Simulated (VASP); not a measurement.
# Hf (P6_3/mmc) in VASP: notebook, part 2 of 2

VASP 6.6.1. Earlier steps stand in the parts before.

**5. Single point, PBEsol**

This run uses another cell than the first one, of 21.57 Å³/atom, 0.964 times its volume.

INCAR reads:

```
ALGO = Normal
EDIFF = 1E-7
ENCUT = 520
GGA = PS
ISIF = 2
ISMEAR = -1
LASPH = T
LCHARG = F
LREAL = F
LWAVE = F
NBANDS = 17
NELM = 80
PREC = Accurate
SIGMA = 0.05
```

KPOINTS reads:

```
k-points
0
Gamma
  10 10 5
```

POSCAR reads:

```
Hf
1.0
    3.1593107348      0.0000000000      0.0000000000
   -1.5796553674      2.7360433548      0.0000000000
    0.0000000000      0.0000000000      4.9907503905
Hf
2
Direct
    0.6666666667      0.3333333333      0.7500000000
    0.3333333333      0.6666666667      0.2500000000
```

Potentials or basis: VASP PAW PBE potentials, release 64 (Hf_pv).

The run is started by

```bash
$ cat potpaw_PBE.64/Hf_pv/POTCAR > POTCAR
$ mpirun -np 1 vasp_std > vasp.out
```

OUTCAR:

```text
EDIFF = 1E-7
   ENCUT = 520
   GGA = PS
   ISIF = 2
   ISMEAR = -1
   LASPH = T
   LREAL = F
   NELM = 80
   PREC = Accurate

 ion  position               nearest neighbor table
   1  0.667  0.333  0.750-   2 3.09   2 3.09   2 3.09   2 3.09   2 3.09   2 3.09
   2  0.333  0.667  0.250-   1 3.09   1 3.09   1 3.09   1 3.09   1 3.09   1 3.09

  LATTYP: Found a hexagonal cell.
 ALAT       =     3.1593107348
 C/A-ratio  =     1.5796959557

  Lattice vectors:

 A1 = (   3.1593107348,   0.0000000000,   0.0000000000)
 A2 = (  -1.5796553674,   2.7360433548,   0.0000000000)
 A3 = (   0.0000000000,   0.0000000000,   4.9907503905)

Analysis of symmetry for initial positions (statically):
=====================================================================
 Subroutine PRICEL returns:
 Original cell was already a primitive cell.

 Routine SETGRP: Setting up the symmetry group for a
 hexagonal supercell.

 Subroutine GETGRP returns: Found 24 space group operations
 (whereof 12 operations were pure point group operations)
 out of a pool of 24 trial point group operations.

The static configuration has the point symmetry D_3d.
 The point group associated with its full space group is D_6h.

Analysis of symmetry for dynamics (positions and initial velocities):
=====================================================================
 Subroutine PRICEL returns:
 Original cell was already a primitive cell.

 Routine SETGRP: Setting up the symmetry group for a
 hexagonal supercell.

 Subroutine GETGRP returns: Found 24 space group operations
 (whereof 12 operations were pure point group operations)
 out of a pool of 24 trial point group operations.

The dynamic configuration has the point symmetry D_3d.
 The point group associated with its full space group is D_6h.

 Subroutine INISYM returns: Found 24 space group operations
 (whereof 12 operations are pure point group operations),
 and found     1 'primitive' translations

----------------------------------------------------------------------------------------

                                     Primitive cell

  volume of cell :      43.1401

  direct lattice vectors                    reciprocal lattice vectors
     3.159310735  0.000000000  0.000000000     0.316524737  0.182745642  0.000000000
    -1.579655367  2.736043355  0.000000000     0.000000000  0.365491284  0.000000000
     0.000000000  0.000000000  4.990750390     0.000000000  0.000000000  0.200370670

  length of vectors
     3.159310735  3.159310735  4.990750390     0.365491284  0.365491284  0.200370670

  position of ions in fractional coordinates (direct lattice)
     0.666666667  0.333333333  0.750000000
     0.333333333  0.666666667  0.250000000

  ion indices of the primitive-cell ions
   primitive index   ion index
                 1           1
                 2           2

----------------------------------------------------------------------------------------

 KPOINTS: k-points

Automatic generation of k-mesh.
 Grid dimensions read from file:
 generate k-points for:   10   10    5

 Generating k-lattice:

  Cartesian coordinates                     Fractional coordinates (reciprocal lattice)
     0.031652474  0.018274564  0.000000000     0.100000000  0.000000000  0.000000000
     0.000000000  0.036549128  0.000000000     0.000000000  0.100000000  0.000000000
     0.000000000  0.000000000  0.040074134     0.000000000  0.000000000  0.200000000

  Length of vectors
     0.036549128  0.036549128  0.040074134

  Shift w.r.t. Gamma in fractional coordinates (k-lattice)
     0.000000000  0.000000000  0.000000000

 Subroutine IBZKPT returns following result:
 ===========================================

 Found     42 irreducible k-points:

 Following reciprocal coordinates:
            Coordinates               Weight
  0.000000  0.000000  0.000000      1.000000
  0.100000 -0.000000  0.000000      6.000000
  0.200000 -0.000000  0.000000      6.000000
  0.300000 -0.000000  0.000000      6.000000
  0.400000 -0.000000  0.000000      6.000000
  0.500000  0.000000  0.000000      3.000000
[... 16 lines left out ...]
  0.300000  0.100000  0.200000     24.000000
  0.400000  0.100000  0.200000     24.000000
 [... further k-points ...]
   k-points           NKPTS =     42   k-points in BZ     NKDIM =     42   number of bands    NBANDS=     17
   number of dos      NEDOS =    301   number of ions     NIONS =      2
   total plane-waves  NPLWV =  23040
   dimension x,y,z NGX =    24 NGY =   24 NGZ =   40
   dimension x,y,z NGXF=    48 NGYF=   48 NGZF=   80
   ions per type =               2
   NGX,Y,Z   is equivalent  to a cutoff of  12.63, 12.63, 13.32 a.u.
   NGXF,Y,Z  is equivalent  to a cutoff of  25.26, 25.26, 26.65 a.u.
 SYSTEM =  unknown system
   PREC   = accura    normal or accurate (medium, high low for compatibility)
   ISTART =      0    job   : 0-new  1-cont  2-samecut
   ICHARG =      2    charge: 1-file 2-atom 10-const
   ISPIN  =      1    spin polarized calculation?
   LNONCOLLINEAR =      F non collinear calculations
   LSORBIT =      F    spin-orbit coupling
   LASPH  =      T    aspherical Exc in radial PAW
   ENCUT  =  520.0 eV  38.22 Ry    6.18 a.u.   5.87  5.87  9.28*2*pi/ulx,y,z
   NELM   =     80;   NELMIN=  2; NELMDL= -5     # of ELM steps
   EDIFF  = 0.1E-06   stopping-criterion for ELM
   LREAL  =      F    real-space projection
   EDIFFG = 0.1E-05   stopping-criterion for IOM
   NSW    =      0    number of steps for IOM
   IBRION =     -1    ionic relax: 0-MD 1-quasi-New 2-CG
   NFREE  =      0    steps in history (QN), initial steepest desc. (CG)
   ISIF   =      2    stress and relaxation
   ISYM   =      2    0-nonsym 1-usesym 2-fastsym
   POTIM  = 0.5000    time-step for ionic-motion
   TEBEG  =    0.0;   TEEND  =   0.0 temperature during run
   PSTRESS=    0.0 pullay stress
   NELECT =      20.0000    total number of electrons
   NUPDOWN=      -1.0000    fix difference up-down
   EMIN   =  10.00;   EMAX   =-10.00  energy-range for DOS
   EFERMI =   0.00;   METHOD = LEGACY
   ISMEAR =    -1;   SIGMA  =   0.05  broadening in eV -4-tet -1-fermi 0-gaus
   EFERMI_NEDOS =   21; number of points for ismear=-14 and -15
   IALGO  =     38    algorithm
   IMIX   =      4    mixing-type and parameters
     AMIX     =   0.40;   BMIX     =  1.00
     AMIX_MAG =   1.60;   BMIX_MAG =  1.00
  volume/ion in A,a.u.               =      21.57       145.56
  Fermi-wavevector in a.u.,A,eV,Ry     =   1.267042  2.394363 21.842741  1.605396
  Thomas-Fermi vector in A             =   2.400211
   LORBIT       =      0    0 simple, 1 ext, 2 COOP (PROOUT), +10 PAW based schemes
   GGA     = PS    functional components
   LHFCALC =     F    Hartree Fock is set to
   AEXX    =    0.0000 exact exchange contribution
   IVDW    =     0    specifies the selected vdW correction
   LEPSILON=     F    determine dielectric tensor
   LRPA    =     F    only Hartree local field effects (RPA)
 non-spin polarized calculation
  energy-cutoff  :      520.00
  volume of cell :       43.14
 maximum number of plane-waves:      1184
 NGX is ok and might be reduce to    24
   NGX = 11   NGY = 11   NGZ = 19

 number of electron      19.9999996 magnetization

 Free energy of the ion-electron system (eV)
  ---------------------------------------------------
  ext. energy  EPLUGINS =         0.00000000
  ---------------------------------------------------
  free energy    TOTEN  =       -21.01374979 eV

  energy without entropy =      -21.00437185  energy(sigma->0) =      -21.00906082

 E-fermi :   4.9897     XC(G=0): -11.5589

 val. band max:        4.9533039269   @ k =   0.1000   0.1000   0.2000
 cond. band min:       4.9962818775   @ k =   0.0000   0.0000   0.4000
 fundamental gap:      0.0429779506
 Fermi energy:         4.9896912766

 k-point     1 :       0.0000    0.0000    0.0000
  band No.  band energies     occupation
      1     -25.9969      2.00000
      2     -25.1509      2.00000
      3     -25.1509      2.00000
      4     -25.0074      2.00000
      5     -25.0052      2.00000
      6     -25.0052      2.00000
[... 9 lines left out ...]
     16       7.6954      0.00000
     17      10.5363      0.00000
[... 441 lines left out ...]
 k-point    24 :       0.4000    0.1000    0.2000
  band No.  band energies     occupation
      1     -25.8321      2.00000
      2     -25.6866      2.00000
      3     -25.4769      2.00000
      4     -25.3425      2.00000
      5     -25.2325      2.00000
      6     -25.1525      2.00000
[... 9 lines left out ...]
     16      11.1899      0.00000
     17      12.0563      0.00000

 [... further k-points ...]

------------------------ aborting loop because EDIFF is reached ----------------------------------------

  FORCE on cell =-STRESS in cart. coord.  units (eV):
  Direction    XX          YY          ZZ          XY          YZ          ZX
  --------------------------------------------------------------------------------------
  -------------------------------------------------------------------------------------
  Total       -0.0913133     -0.0913133     -0.1173646     -0.0000000      0.0000000      0.0000000
  in kB       -3.3912796     -3.3912796     -4.3587953     -0.0000000      0.0000000      0.0000000
  external PRESSURE =      -3.7137848 kB  Pullay stress =       0.0000000 kB

 VOLUME and BASIS-vectors are now :
 -----------------------------------------------------------------------------
  energy-cutoff  :      520.00
  volume of cell :       43.14
      direct lattice vectors                 reciprocal lattice vectors
     3.159310735  0.000000000  0.000000000     0.316524737  0.182745642  0.000000000
    -1.579655367  2.736043355  0.000000000     0.000000000  0.365491284  0.000000000
     0.000000000  0.000000000  4.990750390     0.000000000  0.000000000  0.200370670

 POSITION                                       TOTAL-FORCE (eV/Angst)
 -----------------------------------------------------------------------------------
      1.57966      0.91201      3.74306        -0.000000     -0.000000      0.000000
     -0.00000      1.82403      1.24769         0.000000      0.000000      0.000000
 -----------------------------------------------------------------------------------
    total drift:                               -0.000000      0.000000     -0.000000

  FREE ENERGIE OF THE ION-ELECTRON SYSTEM (eV)
  ---------------------------------------------------
  free  energy   TOTEN  =       -21.0137497921 eV

  energy  without entropy=      -21.0043718511  energy(sigma->0) =      -21.00906082
```

It took 17 s on 1 thread of Intel Xeon Platinum 8488C (Sapphire Rapids), shared host; peak memory 0.17 GiB.

What came out:

* Free energy: -21.0137 eV
* Pressure: -0.4 GPa
* Band gap on the k mesh: zero (band 10 reaches 6.18 eV, above the bottom of band 11 at 4.67 eV)

Caveat: the PAW data sets were made with another functional, which shifts forces and pressure a little; spin-orbit coupling is left out, which moves the levels of the heavy elements.

**6. Relaxation of cell and atoms, PBEsol**

INCAR reads:

```
SYSTEM = Hf
PREC     = Accurate       ! precision mode
ENCUT    = 600            ! plane-wave cutoff, eV
EDIFF    = 1E-6           ! SCF threshold, eV
ISMEAR   = -1             ! smearing method
SIGMA    = 0.05           ! smearing width, eV
LREAL    = .FALSE.        ! projectors in reciprocal space
LASPH    = .TRUE.         ! aspherical terms in the spheres
NELM     = 80             ! most SCF steps
ALGO     = Normal         ! electronic algorithm
ISIF     = 3              ! what is computed and relaxed
LWAVE    = .FALSE.        ! write WAVECAR
LCHARG   = .FALSE.        ! write CHGCAR
GGA      = PS             ! functional
IBRION   = 2              ! ionic algorithm
NSW      = 60             ! ionic steps
EDIFFG   = -0.01          ! ionic threshold
```

KPOINTS reads:

```
regular mesh
0
G
  10 10 5
  0 0 0
```

POSCAR reads:

```
Hf
1.0
    3.1967000000      0.0000000000      0.0000000000
   -1.5983500000      2.7684234083      0.0000000000
    0.0000000000      0.0000000000      5.0578000000
Hf
2
Direct
    0.6666666667      0.3333333333      0.7500000000
    0.3333333333      0.6666666667      0.2500000000
```

Potentials or basis: VASP PAW PBE potentials, release 64 (Hf_pv).

The run is started by

```bash
$ cat potpaw_PBE.64/Hf_pv/POTCAR > POTCAR
$ mpirun -np 1 vasp_std > vasp.out
```

Run time: 66 s. Hardware: 1 thread of Intel Xeon Platinum 8488C (Sapphire Rapids), shared host; peak memory 0.19 GiB.

The run converged. Its results:

* Free energy: -21.0145 eV
* Relaxed volume: 21.49 Å³/atom
* Relaxed cell: a = 3.156 Å, b = 3.156 Å, c = 4.984 Å, α = 90.00°, β = 90.00°, γ = 120.00°
* Space group after relaxing (to 0.05 Å): P6_3/mmc (No. 194)
* Energy gained by relaxing: 12.2 meV/atom
* Ionic steps: 4
* Pressure after relaxing: 0.1 GPa
* Band gap on the k mesh: zero (band 10 reaches 6.21 eV, above the bottom of band 11 at 4.70 eV)

The path:
```tsv
step	energy change (eV)	largest force (eV/Å)	pressure (GPa)	volume (Å³)
1	0.0000	0.0000	-4.28	44.76
2	0.0117	0.0000	5.97	41.00
3	-0.0244	0.0000	-0.04	43.02
4	-0.0244	0.0000	0.05	42.98
```

Final structure:
```cif
data_structure
_symmetry_space_group_name_H-M 'P 1'
_symmetry_Int_Tables_number 1
_cell_length_a 3.1555
_cell_length_b 3.1555
_cell_length_c 4.9844
_cell_angle_alpha 90.000
_cell_angle_beta 90.000
_cell_angle_gamma 120.000
_cell_volume 42.98
loop_
_atom_site_label
_atom_site_type_symbol
_atom_site_fract_x
_atom_site_fract_y
_atom_site_fract_z
_atom_site_occupancy
Hf1 Hf 0.66667 0.33333 0.75000 1
Hf2 Hf 0.33333 0.66667 0.25000 1
```

Levels at points of the mesh, in eV from the Fermi level:
```
           k point  band 7  band 8  band 9  band 10  band 11  band 12  band 13  band 14
(0.00, 0.00, 0.00)   -7.50   -3.82    0.86     1.20     1.20     1.51     2.07     2.07
(0.50, 0.00, 0.00)   -3.40   -2.88   -2.33    -0.70     0.78     0.95     1.78     6.17
```

Caveat: the PAW data sets were made with another functional, which shifts forces and pressure a little; spin-orbit coupling is left out, which moves the levels of the heavy elements.

**7. The runs side by side**

| task | level | cell | cutoff (eV) | gap on the mesh (eV) | pressure (GPa) | relaxed volume (Å³/atom) |
| --- | --- | --- | --- | --- | --- | --- |
| relaxation of cell and atoms | PBE | relaxed from a = 3.197, b = 3.197, c = 5.058 Å, angles 90.0, 90.0, 120.0°, 2 atoms | 600 | none | 0.0 | 22.42 |
| relaxation of cell and atoms | PBE | relaxed to 2 GPa from a = 3.197, b = 3.197, c = 5.058 Å, angles 90.0, 90.0, 120.0°, 2 atoms | 600 | none | 2.0 | - |
| relaxation of cell and atoms | PBE | relaxed to 5 GPa from a = 3.197, b = 3.197, c = 5.058 Å, angles 90.0, 90.0, 120.0°, 2 atoms | 600 | none | 5.0 | - |
| single point | PBEsol | a = 3.159, b = 3.159, c = 4.991 Å, angles 90.0, 90.0, 120.0°, 2 atoms | 520 | none | -0.4 | - |
| relaxation of cell and atoms | PBEsol | relaxed from a = 3.197, b = 3.197, c = 5.058 Å, angles 90.0, 90.0, 120.0°, 2 atoms | 600 | none | 0.1 | 21.49 |

Alike in all rows: potentials or basis VASP PAW PBE potentials, release 64 (Hf_pv); no spin polarisation; k mesh 10 × 10 × 5; smearing fermi-dirac 0.05 eV.

Caveats: spin-orbit coupling is left out, which moves the levels of the heavy elements; the cell is relaxed towards a set pressure, so the enthalpy falls and the energy may rise (some runs); the PAW data sets were made with another functional, which shifts forces and pressure a little (some runs).

Total energies depend on the potentials used, so only differences within one code and one set of settings carry meaning.
